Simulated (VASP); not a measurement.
A run of VASP 6.6.1 is set up as follows.

The input POSCAR:

```
Fe
1.0
    2.5306919955      0.0000000000      0.0000000000
   -1.2653459978      2.1916435572      0.0000000000
    0.0000000000      0.0000000000      4.3755715459
Fe
2
Direct
    0.3333333333      0.6666666667      0.2500000000
    0.6666666667      0.3333333333      0.7500000000
```

Contents of INCAR.step1:

```
PREC = Accurate ; ENCUT = 660
ISMEAR = 0 ; SIGMA = 0.05
LREAL = F ; LASPH = T
NELM = 200 ; ISPIN = 2
MAGMOM = 3.05 3.05 ; LMAXMIX = 4
NBANDS = 19 ; GGA = PE
ALGO = Normal ; EDIFF = 1E-5
LWAVE = T ; LCHARG = F
GGA_COMPAT = F
```

Contents of INCAR.step2:

```
PREC = Accurate ; ENCUT = 660
EDIFF = 1E-6 ; ISMEAR = 0
SIGMA = 0.05 ; LREAL = F
LASPH = T ; NELM = 200
ALGO = Normal ; ISIF = 2
LWAVE = F ; LCHARG = F
ISPIN = 2 ; MAGMOM = 3.05 3.05
LORBIT = 11 ; LMAXMIX = 4
METAGGA = R2SCAN ; LMIXTAU = T
NBANDS = 19 ; ISTART = 1
GGA_COMPAT = F
```

Contents of KPOINTS:

```
Automatic mesh
0
Gamma
  20 20 12
```

Potentials or basis: VASP PAW PBE potentials, release 64 (Fe).

Command:

```sh
$ cat potpaw_PBE.64/Fe/POTCAR > POTCAR
$ cp INCAR.step1 INCAR
$ mpirun -np 1 vasp_std > vasp.out
$ cp INCAR.step2 INCAR
$ mpirun -np 1 vasp_std > vasp.out
```

(1) Estimate the site moments.

(2) Predict the pressure.

(3) What does it give for the net moment?

Answers

(1) Fe +2.84 μB.

(2) 1.3 GPa.

(3) 5.61 μB per cell.

Caveat: the PAW data sets were made with another functional, which shifts forces and pressure a little.
